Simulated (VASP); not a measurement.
# BaMo3 (P6_3/mmc) in VASP: single point with PBE

Aim: the single point of BaMo3 with PBE.

Program: VASP 6.6.1. These are calculated values, not measurements. Logs are shortened: lines on timing, memory, paths and dates and some standing lists are left out, and cuts for length are marked.

## (1) The cell of the first run

Symmetry: P6_3/mmc, No. 194, hexagonal system. Conventional cell: a = 7.749 Å, b = 7.749 Å, c = 4.303 Å, α = 90.00°, β = 90.00°, γ = 120.00°. Within 5.0 Å of Ba (site symmetry -6m2) lie 12 Mo at 3.66 to 3.94 Å and 8 Ba at 4.30 to 4.96 Å. Mo (site symmetry mm2) has 6 Mo at 2.61 to 2.63 Å within 3.4 Å.

## (2) Single point, PBE

The input, INCAR:

```
SYSTEM = BaMo3
  PREC = Accurate
  ENCUT = 520
  EDIFF = 1E-7
  ISMEAR = -5
  SIGMA = 0.1
  LREAL = .False.
  LASPH = .True.
  NELM = 80
  ALGO = Fast
  ISIF = 2
  LWAVE = .False.
  LCHARG = .True.
  GGA = PE
  LELF = .True.
  LVHAR = .True.
  NBANDS = 62
```

The input, KPOINTS:

```
regular mesh
0
Gamma
  6 6 10
  0 0 0
```

The input, POSCAR:

```
BaMo3
1.0
    7.7486917145      0.0000000000      0.0000000000
   -3.8743458573      6.7105638708      0.0000000000
    0.0000000000      0.0000000000      4.3029268691
Ba Mo
2 6
Direct
    0.3333333333      0.6666666667      0.2500000000
    0.6666666667      0.3333333333      0.7500000000
    0.8877076880      0.7754153761      0.2500000000
    0.1122923120      0.8877076880      0.7500000000
    0.2245846239      0.1122923120      0.2500000000
    0.1122923120      0.2245846239      0.7500000000
    0.8877076880      0.1122923120      0.2500000000
    0.7754153761      0.8877076880      0.7500000000
```

Potentials or basis: VASP PAW PBE potentials, release 64 (Ba_sv, Mo_sv).

Command:

```console
cat potpaw_PBE.64/Ba_sv/POTCAR potpaw_PBE.64/Mo_sv/POTCAR > POTCAR
mpirun -np 1 vasp_std > vasp.out
```

OUTCAR:

```text
SYSTEM = BaMo3
   PREC = Accurate
   ENCUT = 520
   EDIFF = 1E-7
   ISMEAR = -5
   LREAL = .False.
   LASPH = .True.
   NELM = 80
   ISIF = 2
   GGA = PE

 ion  position               nearest neighbor table
   1  0.333  0.667  0.250-   4 3.66   4 3.66   6 3.66   6 3.66   8 3.66   8 3.66   7 3.94   7 3.94
                             5 3.94   3 3.94   5 3.94   3 3.94
   2  0.667  0.333  0.750-   7 3.66   7 3.66   3 3.66   3 3.66   5 3.66   5 3.66   4 3.94   4 3.94
                             8 3.94   6 3.94   8 3.94   6 3.94
   3  0.888  0.775  0.250-   5 2.61   7 2.61   8 2.63   8 2.63   4 2.63   4 2.63   2 3.66   2 3.66
                             1 3.94   1 3.94
   4  0.112  0.888  0.750-   6 2.61   8 2.61   5 2.63   5 2.63   3 2.63   3 2.63   1 3.66   1 3.66
                             2 3.94   2 3.94
   5  0.225  0.112  0.250-   3 2.61   7 2.61   6 2.63   6 2.63   4 2.63   4 2.63   2 3.66   2 3.66
                             1 3.94   1 3.94
   6  0.112  0.225  0.750-   8 2.61   4 2.61   5 2.63   5 2.63   7 2.63   7 2.63   1 3.66   1 3.66
                             2 3.94   2 3.94
   7  0.888  0.112  0.250-   3 2.61   5 2.61   8 2.63   8 2.63   6 2.63   6 2.63   2 3.66   2 3.66
                             1 3.94   1 3.94
   8  0.775  0.888  0.750-   6 2.61   4 2.61   3 2.63   3 2.63   7 2.63   7 2.63   1 3.66   1 3.66
                             2 3.94   2 3.94

  LATTYP: Found a hexagonal cell.
 ALAT       =     7.7486917145
 C/A-ratio  =     0.5553101127

  Lattice vectors:

 A1 = (   7.7486917145,   0.0000000000,   0.0000000000)
 A2 = (  -3.8743458573,   6.7105638708,   0.0000000000)
 A3 = (   0.0000000000,   0.0000000000,   4.3029268691)

Analysis of symmetry for initial positions (statically):
=====================================================================
 Subroutine PRICEL returns:
 Original cell was already a primitive cell.

 Routine SETGRP: Setting up the symmetry group for a
 hexagonal supercell.

 Subroutine GETGRP returns: Found 24 space group operations
 (whereof 12 operations were pure point group operations)
 out of a pool of 24 trial point group operations.

The static configuration has the point symmetry D_3d.
 The point group associated with its full space group is D_6h.

Analysis of symmetry for dynamics (positions and initial velocities):
=====================================================================
 Subroutine PRICEL returns:
 Original cell was already a primitive cell.

 Routine SETGRP: Setting up the symmetry group for a
 hexagonal supercell.

 Subroutine GETGRP returns: Found 24 space group operations
 (whereof 12 operations were pure point group operations)
 out of a pool of 24 trial point group operations.

The dynamic configuration has the point symmetry D_3d.
 The point group associated with its full space group is D_6h.

 Subroutine INISYM returns: Found 24 space group operations
 (whereof 12 operations are pure point group operations),
 and found     1 'primitive' translations

----------------------------------------------------------------------------------------

                                     Primitive cell

  volume of cell :     223.7440

  direct lattice vectors                    reciprocal lattice vectors
     7.748691714  0.000000000  0.000000000     0.129054044  0.074509387  0.000000000
    -3.874345857  6.710563871  0.000000000     0.000000000  0.149018774  0.000000000
     0.000000000  0.000000000  4.302926869     0.000000000  0.000000000  0.232399953

  length of vectors
     7.748691714  7.748691714  4.302926869     0.149018774  0.149018774  0.232399953

  position of ions in fractional coordinates (direct lattice)
     0.333333333  0.666666667  0.250000000
     0.666666667  0.333333333  0.750000000
     0.887707688  0.775415376  0.250000000
     0.112292312  0.887707688  0.750000000
     0.224584624  0.112292312  0.250000000
     0.112292312  0.224584624  0.750000000
     0.887707688  0.112292312  0.250000000
     0.775415376  0.887707688  0.750000000

  ion indices of the primitive-cell ions
   primitive index   ion index
                 1           1
                 2           2
                 3           3
                 4           4
                 5           5
                 6           6
                 7           7
                 8           8

----------------------------------------------------------------------------------------

 KPOINTS: regular mesh

Automatic generation of k-mesh.
 Grid dimensions read from file:
 generate k-points for:    6    6   10

 Generating k-lattice:

  Cartesian coordinates                     Fractional coordinates (reciprocal lattice)
     0.021509007  0.012418231  0.000000000     0.166666667 -0.000000000  0.000000000
     0.000000000  0.024836462  0.000000000     0.000000000  0.166666667  0.000000000
     0.000000000  0.000000000  0.023239995     0.000000000  0.000000000  0.100000000

  Length of vectors
     0.024836462  0.024836462  0.023239995

  Shift w.r.t. Gamma in fractional coordinates (k-lattice)
     0.000000000  0.000000000  0.000000000

 TETIRR: Found    355 inequivalent tetrahedra from     2160

 Subroutine IBZKPT returns following result:
 ===========================================

 Found     42 irreducible k-points:

 Following reciprocal coordinates:
            Coordinates               Weight
  0.000000  0.000000  0.000000      1.000000
  0.166667  0.000000  0.000000      6.000000
  0.333333  0.000000  0.000000      6.000000
  0.500000  0.000000  0.000000      3.000000
  0.166667  0.166667  0.000000      6.000000
  0.333333  0.166667  0.000000     12.000000
[... 16 lines left out ...]
  0.166667  0.000000  0.300000     12.000000
  0.333333  0.000000  0.300000     12.000000
 [... further k-points ...]
   k-points           NKPTS =     42   k-points in BZ     NKDIM =     42   number of bands    NBANDS=     62
   number of dos      NEDOS =    301   number of ions     NIONS =      8
   total plane-waves  NPLWV = 115200
   dimension x,y,z NGX =    60 NGY =   60 NGZ =   32
   dimension x,y,z NGXF=   120 NGYF=  120 NGZF=   64
   ions per type =               2   6
   NGX,Y,Z   is equivalent  to a cutoff of  12.87, 12.87, 12.36 a.u.
   NGXF,Y,Z  is equivalent  to a cutoff of  25.75, 25.75, 24.73 a.u.
 SYSTEM =  BaMo3
   PREC   = accura    normal or accurate (medium, high low for compatibility)
   ISTART =      0    job   : 0-new  1-cont  2-samecut
   ICHARG =      2    charge: 1-file 2-atom 10-const
   ISPIN  =      1    spin polarized calculation?
   LNONCOLLINEAR =      F non collinear calculations
   LSORBIT =      F    spin-orbit coupling
   LASPH  =      T    aspherical Exc in radial PAW
   ENCUT  =  520.0 eV  38.22 Ry    6.18 a.u.  14.41 14.41  8.00*2*pi/ulx,y,z
   NELM   =     80;   NELMIN=  2; NELMDL= -5     # of ELM steps
   EDIFF  = 0.1E-06   stopping-criterion for ELM
   LREAL  =      F    real-space projection
   EDIFFG = 0.1E-05   stopping-criterion for IOM
   NSW    =      0    number of steps for IOM
   IBRION =     -1    ionic relax: 0-MD 1-quasi-New 2-CG
   NFREE  =      0    steps in history (QN), initial steepest desc. (CG)
   ISIF   =      2    stress and relaxation
   ISYM   =      2    0-nonsym 1-usesym 2-fastsym
   POTIM  = 0.5000    time-step for ionic-motion
   TEBEG  =    0.0;   TEEND  =   0.0 temperature during run
   PSTRESS=    0.0 pullay stress
   NELECT =     104.0000    total number of electrons
   NUPDOWN=      -1.0000    fix difference up-down
   EMIN   =  10.00;   EMAX   =-10.00  energy-range for DOS
   EFERMI =   0.00;   METHOD = LEGACY
   ISMEAR =    -5;   SIGMA  =   0.10  broadening in eV -4-tet -1-fermi 0-gaus
   EFERMI_NEDOS =   21; number of points for ismear=-14 and -15
   IALGO  =     68    algorithm
   IMIX   =      4    mixing-type and parameters
     AMIX     =   0.40;   BMIX     =  1.00
     AMIX_MAG =   1.60;   BMIX_MAG =  1.00
  volume/ion in A,a.u.               =      27.97       188.74
  Fermi-wavevector in a.u.,A,eV,Ry     =   1.268145  2.396446 21.880768  1.608191
  Thomas-Fermi vector in A             =   2.401255
   LORBIT       =      0    0 simple, 1 ext, 2 COOP (PROOUT), +10 PAW based schemes
   GGA     = PE    functional components
   LHFCALC =     F    Hartree Fock is set to
   AEXX    =    0.0000 exact exchange contribution
   IVDW    =     0    specifies the selected vdW correction
   LEPSILON=     F    determine dielectric tensor
   LRPA    =     F    only Hartree local field effects (RPA)
 non-spin polarized calculation
 RMM-DIIS sequential band-by-band and
 Fermi weights with tetrahedron method with Bloechl corrections
  energy-cutoff  :      520.00
  volume of cell :      223.74
 maximum number of plane-waves:      6054
 NGX is ok and might be reduce to    60
   NGX = 29   NGY = 29   NGZ = 17

 number of electron     103.9999999 magnetization

 Free energy of the ion-electron system (eV)
  ---------------------------------------------------
  ext. energy  EPLUGINS =         0.00000000
  ---------------------------------------------------
  free energy    TOTEN  =       -62.76987124 eV

  energy without entropy =      -62.76987124  energy(sigma->0) =      -62.76987124

 E-fermi :   5.6226     XC(G=0):  -9.9945

 val. band max:        5.6504439812   @ k =   0.3333   0.3333   0.0000
 cond. band min:       5.5556406860   @ k =   0.3333   0.0000   0.2000
 fundamental gap:     -0.0948032952
 Fermi energy:         5.6225860732

 k-point     1 :       0.0000    0.0000    0.0000
  band No.  band energies     occupation
      1     -55.2110      2.00000
      2     -54.9833      2.00000
      3     -54.9833      2.00000
      4     -54.8623      2.00000
      5     -54.8106      2.00000
      6     -54.8106      2.00000
[... 54 lines left out ...]
     61       6.9703      0.00000
     62       7.0014      0.00000

 k-point     2 :       0.1667    0.0000    0.0000
  band No.  band energies     occupation
      1     -55.2110      2.00000
      2     -54.9833      2.00000
      3     -54.9833      2.00000
      4     -54.8623      2.00000
      5     -54.8106      2.00000
      6     -54.8106      2.00000
[... 54 lines left out ...]
     61       7.1022      0.00000
     62       7.2890      0.00000

 k-point     3 :       0.3333    0.0000    0.0000
  band No.  band energies     occupation
      1     -55.2110      2.00000
      2     -54.9833      2.00000
      3     -54.9833      2.00000
      4     -54.8623      2.00000
      5     -54.8106      2.00000
      6     -54.8106      2.00000
[... 1354 lines left out ...]
     61       7.7627      0.00000
     62       7.8511      0.00000

 k-point    24 :       0.3333    0.0000    0.3000
  band No.  band energies     occupation
      1     -55.1407      2.00000
      2     -54.9478      2.00000
      3     -54.9478      2.00000
      4     -54.9358      2.00000
      5     -54.8463      2.00000
      6     -54.8463      2.00000
[... 54 lines left out ...]
     61       7.6711      0.00000
     62       7.8664      0.00000

 [... further k-points ...]

------------------------ aborting loop because EDIFF is reached ----------------------------------------

  FORCE on cell =-STRESS in cart. coord.  units (eV):
  Direction    XX          YY          ZZ          XY          YZ          ZX
  --------------------------------------------------------------------------------------
  -------------------------------------------------------------------------------------
  Total        0.4890012      0.4890012      0.3773740     -0.0000000      0.0000000      0.0000000
  in kB        3.5016211      3.5016211      2.7022852     -0.0000000      0.0000000      0.0000000
  external PRESSURE =       3.2351758 kB  Pullay stress =       0.0000000 kB

 VOLUME and BASIS-vectors are now :
 -----------------------------------------------------------------------------
  energy-cutoff  :      520.00
  volume of cell :      223.74
      direct lattice vectors                 reciprocal lattice vectors
     7.748691714  0.000000000  0.000000000     0.129054044  0.074509387  0.000000000
    -3.874345857  6.710563871  0.000000000     0.000000000  0.149018774  0.000000000
     0.000000000  0.000000000  4.302926869     0.000000000  0.000000000  0.232399953

 POSITION                                       TOTAL-FORCE (eV/Angst)
 -----------------------------------------------------------------------------------
     -0.00000      4.47371      1.07573        -0.000000     -0.000000      0.000000
      3.87435      2.23685      3.22720        -0.000000     -0.000000      0.000000
      3.87435      5.20347      1.07573         0.000000     -0.008422      0.000000
     -2.56917      5.95702      3.22720         0.007294     -0.004211     -0.000000
      1.30518      0.75354      1.07573         0.007294      0.004211     -0.000000
      0.00000      1.50709      3.22720        -0.000000      0.008422     -0.000000
      6.44351      0.75354      1.07573        -0.007294      0.004211     -0.000000
      2.56917      5.95702      3.22720        -0.007294     -0.004211      0.000000
 -----------------------------------------------------------------------------------
    total drift:                               -0.000001      0.000001      0.000000

  FREE ENERGIE OF THE ION-ELECTRON SYSTEM (eV)
  ---------------------------------------------------
  free  energy   TOTEN  =       -62.7698712383 eV

  energy  without entropy=      -62.7698712383  energy(sigma->0) =      -62.76987124
```

Wall time 16 min (1 thread of Intel Xeon Platinum 8259CL at 2.50GHz (Skylake/Cascade Lake), shared host); peak memory 0.62 GiB.

What came out:

```yaml
Free_energy: -62.7699 eV
Pressure: 0.3 GPa
Largest_force: 0.008 eV/Å
Band_gap_on_the_k_mesh: zero (bands 52 and 53 overlap by 0.90 eV)
```

Forces on the atoms (eV/Å):
```
Ba   0.000  0.000  0.000
Ba   0.000  0.000  0.000
Mo   0.000 -0.008  0.000
Mo   0.007 -0.004  0.000
Mo   0.007  0.004  0.000
Mo   0.000  0.008  0.000
Mo  -0.007  0.004  0.000
Mo  -0.007 -0.004  0.000
```

Caveat: spin-orbit coupling is left out, which moves the levels of the heavy elements; tetrahedron occupations give inexact forces and stress in metals.
